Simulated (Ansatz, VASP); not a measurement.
One calculation of CsSi4Sb2, two programs

```
Cs Si Sb
1.0
     0.00000    5.55041    3.82097
     4.69588    0.00000    3.82097
     4.69588    5.55041    0.00000
Cs Si Sb
1 4 2
Direct
  0.08572 0.08572 0.91428
  0.60233 0.56909 0.18223
  0.56909 0.60233 0.64635
  0.35365 0.81777 0.43091
  0.81777 0.35365 0.39767
  0.83571 0.83571 0.66429
  0.33571 0.33571 0.16429
```

Alike in both runs: functional PBE; k mesh 6 × 6 × 6; occupations gaussian, width 0.1 eV; no spin polarisation.

Ansatz relaxed the structure, and its values are those at the end. VASP's run is a single point on that final structure, the one shown.

|  | VASP | Ansatz |
| --- | --- | --- |
| version | VASP 6.6.1 | Ansatz 0.2.0 |
| potentials or method | VASP PAW PBE potentials, release 64 (Cs_sv, Si, Sb), cutoff 520 eV | scalar-relativistic, plane waves, PAW |
| valence electrons in the cell | 35 | 55 |

```tsv
	VASP	Ansatz	Ansatz less VASP
gap on the k mesh at the Fermi level (eV)	none	none	-
pressure (GPa)	0.1	0.0	-0.06
rms of the force components (eV/Å)	0.009	0.002	-0.0077
```

A gap of «none» marks a metal or a gap that the smearing closes. With one functional, cell and mesh, what is left measures potentials, basis and numerics. VASP's potentials hold 35 valence electrons a cell and Ansatz's 55, so a difference there can come from the potentials and not from the codes.

Spin-orbit coupling is off throughout.
